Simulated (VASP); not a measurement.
# Ca3Mg5S8 (P1) in VASP: single point with r2SCAN

Aim: the single point of Ca3Mg5S8 with r2SCAN.

Everything below comes from runs of VASP 6.6.1. Logs are shortened: lines on timing, memory, paths and dates and some standing lists are left out, and cuts for length are marked.

## (1) The cell of the first run

The typed cell holds 64 atoms: a = 10.732 Å, b = 10.732 Å, c = 10.732 Å, α = 90.00°, β = 90.00°, γ = 90.00°.

## (2) Single point, r2SCAN

Input file POSCAR:

```
Ca3Mg5S8
1.0
   10.7316000000      0.0000000000      0.0000000000
    0.0000000000     10.7316000000      0.0000000000
    0.0000000000      0.0000000000     10.7316000000
S Mg Ca
32 20 12
Direct
    0.2514300000      0.0000020000      0.9993190000
    0.2497390000      0.0075980000      0.5011170000
    0.2577820000      0.4995220000      0.9993050000
    0.2431440000      0.4922250000      0.5007370000
    0.7491280000      0.9900530000      0.9984140000
    0.7506340000      0.9914250000      0.5024060000
    0.7426910000      0.5090410000      0.9913500000
    0.7572890000      0.5076930000      0.5087810000
    0.0093440000      0.2421650000      0.0095750000
    0.0086150000      0.2575790000      0.4903030000
    0.0005660000      0.7576790000      0.0020160000
    0.9925030000      0.7419010000      0.4977990000
    0.4907360000      0.2494280000      0.0100240000
    0.4919940000      0.2502940000      0.4903910000
    0.4993190000      0.7500090000      0.0020510000
    0.5076100000      0.7492360000      0.4976090000
    0.9997570000      0.9982020000      0.2410440000
    0.9989030000      0.9898080000      0.7589300000
    0.9996390000      0.5017430000      0.2565510000
    0.9915230000      0.5093260000      0.7434720000
    0.5008450000      0.9982580000      0.2394960000
    0.5013760000      0.9896910000      0.7601880000
    0.5008380000      0.5016260000      0.2413540000
    0.5085770000      0.5091440000      0.7581190000
    0.2502160000      0.2385250000      0.2493240000
    0.2501900000      0.2397890000      0.7513160000
    0.2502550000      0.7602540000      0.2411720000
    0.2499490000      0.7593020000      0.7588760000
    0.7504430000      0.2398030000      0.2501540000
    0.7501430000      0.2456660000      0.7503240000
    0.7499640000      0.7600370000      0.2487490000
    0.7499160000      0.7528560000      0.7510960000
    0.0019360000      0.9967280000      0.0011040000
    0.9991000000      0.5016040000      0.4992650000
    0.4985730000      0.9953530000      0.0010430000
    0.4995880000      0.5041240000      0.0007300000
    0.2514050000      0.2442650000      0.0031330000
    0.2492720000      0.2477800000      0.4962480000
    0.2516220000      0.7551180000      0.0003150000
    0.7484280000      0.7524370000      0.9989570000
    0.7509300000      0.7506750000      0.5016910000
    0.2501120000      0.0000510000      0.2440780000
    0.2501520000      0.9984390000      0.7553260000
    0.7500770000      0.9975380000      0.2452920000
    0.7500990000      0.9944530000      0.7532740000
    0.7501240000      0.5091010000      0.7502390000
    0.0032230000      0.2452070000      0.2497610000
    0.9982140000      0.7531500000      0.2477870000
    0.9964770000      0.7512850000      0.7528140000
    0.4968680000      0.2449880000      0.2477130000
    0.5018770000      0.7528750000      0.2454190000
    0.5036140000      0.7511520000      0.7563080000
    0.0000650000      0.9977460000      0.4982610000
    0.0005290000      0.5031600000      0.0005220000
    0.5002640000      0.9983390000      0.4981700000
    0.5013760000      0.5010280000      0.4995140000
    0.2490440000      0.7516190000      0.4998940000
    0.7485020000      0.2463120000      0.0012300000
    0.7514550000      0.2491840000      0.4993160000
    0.2503150000      0.4982190000      0.2486530000
    0.2502010000      0.5015220000      0.7512090000
    0.7501670000      0.5033440000      0.2499140000
    0.0010030000      0.2476610000      0.7503790000
    0.4993010000      0.2477470000      0.7534430000
```

Input file INCAR.step1:

```
SYSTEM = Ca3Mg5S8
PREC = Accurate
ENCUT = 520
ISMEAR = -1
SIGMA = 0.05
LREAL = Auto
LASPH = .TRUE.
NELM = 80
NBANDS = 214
GGA = PE
ALGO = Normal
EDIFF = 1E-4
LWAVE = .TRUE.
LCHARG = .FALSE.
```

Input file INCAR.step2:

```
SYSTEM = Ca3Mg5S8
PREC = Accurate
ENCUT = 520
EDIFF = 1E-6
ISMEAR = -1
SIGMA = 0.05
LREAL = Auto
LASPH = .TRUE.
NELM = 80
ALGO = Normal
ISIF = 2
LWAVE = .FALSE.
LCHARG = .FALSE.
METAGGA = R2SCAN
LMIXTAU = .TRUE.
NBANDS = 214
ISTART = 1
```

Input file KPOINTS:

```
regular mesh
0
G
  1 1 1
  0 0 0
```

Potentials or basis: VASP PAW PBE potentials, release 64 (S, Mg, Ca_sv).

Launch:

```bash
$ cat potpaw_PBE.64/S/POTCAR potpaw_PBE.64/Mg/POTCAR potpaw_PBE.64/Ca_sv/POTCAR > POTCAR
$ cp INCAR.step1 INCAR
$ mpirun -np 1 vasp_gam > vasp.out
$ cp INCAR.step2 INCAR
$ mpirun -np 1 vasp_gam > vasp.out
```

OUTCAR:

```text
SYSTEM = Ca3Mg5S8
   PREC = Accurate
   ENCUT = 520
   EDIFF = 1E-6
   ISMEAR = -1
   LREAL = Auto
   LASPH = .TRUE.
   NELM = 80
   ISIF = 2
   METAGGA = R2SCAN
   ISTART = 1

 ion  position               nearest neighbor table
   1  0.251  0.000  0.999-  43 2.62  37 2.62  42 2.63  39 2.63  35 2.65  33 2.68
   2  0.250  0.008  0.501-  38 2.58  53 2.68  55 2.69  43 2.73  57 2.75  42 2.76
   3  0.258  0.500  0.999-  36 2.60  61 2.66  60 2.68  37 2.74  39 2.74  54 2.76
   4  0.243  0.492  0.501-  34 2.62  38 2.62  61 2.69  60 2.71  56 2.77  57 2.78
   5  0.749  0.990  0.998-  40 2.55  45 2.63  44 2.65  35 2.69  33 2.71  58 2.75
   6  0.751  0.991  0.502-  41 2.58  53 2.68  55 2.69  45 2.69  44 2.76  59 2.77
[... 56 lines left out ...]
  63  0.001  0.248  0.750-  26 2.68  30 2.69  18 2.77   9 2.78  10 2.79  20 2.81
  64  0.499  0.248  0.753-  26 2.67  30 2.69  13 2.76  22 2.77  24 2.81  14 2.82

  LATTYP: Found a simple cubic cell.
 ALAT       =    10.7316000000

  Lattice vectors:

 A1 = (  10.7316000000,   0.0000000000,   0.0000000000)
 A2 = (   0.0000000000,  10.7316000000,   0.0000000000)
 A3 = (   0.0000000000,   0.0000000000,  10.7316000000)

Analysis of symmetry for initial positions (statically):
=====================================================================
 Subroutine PRICEL returns:
 Original cell was already a primitive cell.

 Routine SETGRP: Setting up the symmetry group for a
 simple cubic supercell.

 Subroutine GETGRP returns: Found  1 space group operations
 (whereof  1 operations were pure point group operations)
 out of a pool of 48 trial point group operations.

The static configuration has the point symmetry C_1 .

Analysis of symmetry for dynamics (positions and initial velocities):
=====================================================================
 Subroutine PRICEL returns:
 Original cell was already a primitive cell.

 Routine SETGRP: Setting up the symmetry group for a
 simple cubic supercell.

 Subroutine GETGRP returns: Found  1 space group operations
 (whereof  1 operations were pure point group operations)
 out of a pool of 48 trial point group operations.

The dynamic configuration has the point symmetry C_1 .

 Subroutine INISYM returns: Found  1 space group operations
 (whereof  1 operations are pure point group operations),
 and found     1 'primitive' translations

----------------------------------------------------------------------------------------
[... 198 lines left out ...]
   NFREE  =      0    steps in history (QN), initial steepest desc. (CG)
   ISIF   =      2    stress and relaxation
   ISYM   =      2    0-nonsym 1-usesym 2-fastsym
   POTIM  = 0.5000    time-step for ionic-motion
   TEBEG  =    0.0;   TEEND  =   0.0 temperature during run
   PSTRESS=    0.0 pullay stress
   NELECT =     352.0000    total number of electrons
   NUPDOWN=      -1.0000    fix difference up-down
   EMIN   =  10.00;   EMAX   =-10.00  energy-range for DOS
   EFERMI =   0.00;   METHOD = LEGACY
   ISMEAR =    -1;   SIGMA  =   0.05  broadening in eV -4-tet -1-fermi 0-gaus
   EFERMI_NEDOS =   21; number of points for ismear=-14 and -15
   IALGO  =     38    algorithm
   IMIX   =      4    mixing-type and parameters
     AMIX     =   0.40;   BMIX     =  1.00
     AMIX_MAG =   1.60;   BMIX_MAG =  1.00
  volume/ion in A,a.u.               =      19.31       130.32
  Fermi-wavevector in a.u.,A,eV,Ry     =   1.077105  2.035433 15.784860  1.160154
  Thomas-Fermi vector in A             =   2.213007
   LORBIT       =      0    0 simple, 1 ext, 2 COOP (PROOUT), +10 PAW based schemes
   METAGGA = R2SCAN    functional components
   LHFCALC =     F    Hartree Fock is set to
   AEXX    =    0.0000 exact exchange contribution
   IVDW    =     0    specifies the selected vdW correction
   LEPSILON=     F    determine dielectric tensor
   LRPA    =     F    only Hartree local field effects (RPA)
 non-spin polarized calculation
  energy-cutoff  :      520.00
  volume of cell :     1235.93
 maximum number of plane-waves:     16686
 NGX is ok and might be reduce to    80
   NGX = 39   NGY = 39   NGZ = 39

 number of electron     351.9999991 magnetization

 Free energy of the ion-electron system (eV)
  ---------------------------------------------------
  ext. energy  EPLUGINS =         0.00000000
  ---------------------------------------------------
  free energy    TOTEN  =      -545.53062403 eV

  energy without entropy =     -545.53062403  energy(sigma->0) =     -545.53062403

 E-fermi :   4.4943     XC(G=0): -10.0407

 val. band max:        3.2289040675   @ k =   0.0000   0.0000   0.0000
 cond. band min:       6.5129366344   @ k =   0.0000   0.0000   0.0000
 fundamental gap:      3.2840325670
 Fermi energy:         4.4943420455

 k-point     1 :       0.0000    0.0000    0.0000
  band No.  band energies     occupation
      1     -37.4355      2.00000
      2     -37.3855      2.00000
      3     -37.3812      2.00000
      4     -37.3785      2.00000
      5     -37.3235      2.00000
      6     -37.3217      2.00000
[... 180 lines left out ...]
    187       7.6846      0.00000
    188       7.8028      0.00000
 [bands above 188 left out]

------------------------ aborting loop because EDIFF is reached ----------------------------------------

  FORCE on cell =-STRESS in cart. coord.  units (eV):
  Direction    XX          YY          ZZ          XY          YZ          ZX
  --------------------------------------------------------------------------------------
  -------------------------------------------------------------------------------------
  Total       17.2198786     10.9521326     13.9274611     -0.0364177     -0.3435353      0.1016341
  in kB       22.3227265     14.1976298     18.0546514     -0.0472096     -0.4453367      0.1317519
  external PRESSURE =      18.1916692 kB  Pullay stress =       0.0000000 kB

 VOLUME and BASIS-vectors are now :
 -----------------------------------------------------------------------------
  energy-cutoff  :      520.00
  volume of cell :     1235.93
      direct lattice vectors                 reciprocal lattice vectors
    10.731600000  0.000000000  0.000000000     0.093182750  0.000000000  0.000000000
     0.000000000 10.731600000  0.000000000     0.000000000  0.093182750  0.000000000
     0.000000000  0.000000000 10.731600000     0.000000000  0.000000000  0.093182750

 POSITION                                       TOTAL-FORCE (eV/Angst)
 -----------------------------------------------------------------------------------
      2.69825      0.00002     10.72429        -0.016336     -0.001578     -0.010888
      2.68010      0.08154      5.37779         0.000713      0.093265      0.028672
      2.76641      5.36067     10.72414         0.082346     -0.004282     -0.003228
      2.60932      5.28236      5.37371        -0.086174     -0.089221      0.003499
      8.03934     10.62485     10.71458        -0.000702     -0.052922     -0.002489
      8.05550     10.63958      5.39162        -0.010373     -0.079089      0.013790
[... 56 lines left out ...]
      0.01076      2.65780      8.05277        -0.005421      0.023924     -0.003422
      5.35830      2.65872      8.08565         0.004258      0.011130      0.004897
 -----------------------------------------------------------------------------------
    total drift:                               -0.012358     -0.024339     -0.003218

  FREE ENERGIE OF THE ION-ELECTRON SYSTEM (eV)
  ---------------------------------------------------
  free  energy   TOTEN  =      -545.5306240288 eV

  energy  without entropy=     -545.5306240288  energy(sigma->0) =     -545.53062403
```

It took 26 min on 1 thread of Intel Xeon Platinum 8375C at 2.90GHz (Ice Lake), shared host; peak memory 1.1 GiB.

Results:

```
Free energy            : -545.5306 eV
Pressure               : 1.8 GPa
Largest force          : 0.137 eV/Å
Band gap on the k mesh : 3.28 eV
```

Forces in eV/Å, atoms in the order of the input:
```
S   -0.016 -0.002 -0.011
S    0.001  0.093  0.029
S    0.082 -0.004 -0.003
S   -0.086 -0.089  0.003
S   -0.001 -0.053 -0.002
S   -0.010 -0.079  0.014
S   -0.062  0.039 -0.076
S    0.080  0.068  0.087
S    0.059 -0.040  0.073
S    0.077  0.078 -0.075
S    0.012  0.069  0.003
S   -0.064 -0.089 -0.012
S   -0.065  0.014  0.073
S   -0.093  0.007 -0.093
S   -0.005 -0.016 -0.001
S    0.068 -0.004 -0.018
S   -0.010  0.000 -0.077
S    0.006 -0.065  0.062
S   -0.002  0.005  0.090
S   -0.071  0.057 -0.068
S    0.001 -0.002 -0.052
S   -0.006 -0.067  0.048
S    0.000  0.002 -0.085
S    0.089  0.072  0.074
S   -0.009 -0.065  0.004
S   -0.005 -0.086 -0.011
S   -0.006  0.057 -0.052
S    0.007  0.076  0.063
S   -0.003 -0.084  0.000
S    0.003 -0.021 -0.011
S    0.003  0.068  0.007
S    0.001 -0.004 -0.002
Mg  -0.001 -0.023  0.014
Mg  -0.008  0.019 -0.009
Mg   0.003 -0.011  0.008
Mg  -0.005  0.010  0.005
Mg   0.013 -0.023  0.013
Mg  -0.009 -0.014 -0.004
Mg   0.001  0.026  0.002
Mg  -0.004  0.027  0.003
Mg   0.012  0.009 -0.005
Mg   0.002 -0.001 -0.029
Mg   0.000 -0.017  0.019
Mg   0.002 -0.024 -0.017
Mg   0.001 -0.033  0.017
Mg   0.001  0.021  0.004
Mg   0.013 -0.017 -0.006
Mg  -0.005  0.018 -0.006
Mg  -0.009  0.016  0.005
Mg  -0.005 -0.014 -0.022
Mg   0.004  0.020 -0.021
Mg   0.005  0.015  0.029
Ca   0.002 -0.003 -0.007
Ca   0.004 -0.013  0.001
Ca   0.004  0.002  0.012
Ca   0.008 -0.005  0.013
Ca  -0.002  0.002 -0.004
Ca  -0.005  0.026 -0.011
Ca   0.007  0.012  0.010
Ca  -0.003  0.012  0.014
Ca  -0.004  0.006 -0.007
Ca   0.004 -0.011 -0.001
Ca  -0.005  0.024 -0.003
Ca   0.004  0.011  0.005
```

Caveat: the k points lie up to 0.59 Å⁻¹ apart; the PAW data sets were made with another functional, which shifts forces and pressure a little.
